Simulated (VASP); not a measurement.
# In3Sb: single point with r2SCAN

In3Sb:

```xyz
4
Lattice="4.8370 0.0000 0.0000 0.0000 4.8370 0.0000 0.0000 0.0000 4.8370" Properties=species:S:1:pos:R:3 pbc="T T T"
In    2.4185    2.4185    0.0000
In    2.4185    0.0000    2.4185
In    0.0000    2.4185    2.4185
Sb    0.0000    0.0000    0.0000
```

```json
{"Program": "VASP 6.6.1", "Task": "single point", "Functional": "r2SCAN", "Potentials or basis": "VASP PAW PBE potentials, release 64 (In_d, Sb)", "Cutoff": "520 eV", "k mesh": "4 × 4 × 4", "Occupations": "gaussian, width 0.1 eV", "Spin": "no spin polarisation", "Dipole correction": "no", "Further INCAR settings": "ALGO = Normal; EDIFF = 1e-07; NBANDS = 30"}
```

* Pressure: -1.9 GPa
* Band gap on the k mesh: zero (band 22 reaches 7.20 eV, above the bottom of band 23 at 3.56 eV)

Levels at points of the mesh, in eV from the Fermi level:
```tsv
k point	band 19	band 20	band 21	band 22	band 23	band 24	band 25	band 26
(0.00, 0.00, 0.00)	-3.26	-3.26	-2.55	-2.55	2.13	2.13	2.13	3.85
(0.50, 0.00, 0.00)	-1.97	-1.93	-1.93	-0.45	-0.45	-0.06	1.05	4.45
(0.50, 0.50, 0.00)	-6.13	-0.94	-0.17	0.13	0.13	1.26	1.40	1.40
(0.50, 0.50, 0.50)	-4.75	-4.36	-4.36	-4.36	-3.51	5.34	5.34	5.34
```

Run time: 84 s on 1 thread of AMD EPYC 9R45 96-Core Processor (Zen 5), on a shared host, peak memory 0.19 GiB.

Caveat: the PAW data sets were made with another functional, which shifts forces and pressure a little; spin-orbit coupling is left out, which moves the levels of the heavy elements.
